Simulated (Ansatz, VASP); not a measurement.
# ZnO2 in VASP and in Ansatz

```
Zn O
1.0
     3.10403    0.00000    0.00000
    -1.55202    2.68817    0.00000
     0.00000    0.00000   37.40922
Zn O
2 4
Direct
  0.66667 0.33333 0.22794
  0.00000 0.00000 0.33333
  0.00000 0.00000 0.25331
  0.33333 0.66667 0.20307
  0.33333 0.66667 0.30821
  0.66667 0.33333 0.35822
```

Alike in both runs: functional PBE; dispersion D3(BJ); k mesh 6 × 6 × 1; occupations gaussian, width 0.1 eV; collinear spin.

Ansatz relaxed the structure, and its values are those at the end. VASP's run is a single point on that final structure, the one shown.

|  | VASP | Ansatz |
| --- | --- | --- |
| version | VASP 6.6.1 | Ansatz 0.2.0 |
| potentials or method | VASP PAW PBE potentials, release 64 (Zn, O), cutoff 520 eV | scalar-relativistic, plane waves, PAW |
| valence electrons in the cell | 48 | 48 |

VASP gave:

```
gap on the k mesh at the Fermi level (eV)                     : none
rms of the force components (eV/Å)                            : 0.042
net moment per atom (μB)                                      : 0.67
size of the moment on the site where the two differ most (μB) : 0.80
```

Q: What did Ansatz give for the same quantities?

A: gap on the k mesh at the Fermi level (eV): none; rms of the force components (eV/Å): 0.005; net moment per atom (μB): 0.67; size of the moment on the site where the two differ most (μB): 0.85.

Site moments also hang on the region over which each program counts them. A gap of «none» marks a metal or a gap that the smearing closes. Ansatz's warnings: slab cell height set, structure snapped to symmetry.

The k mesh is coarse, so the values compare programs but aren't converged.
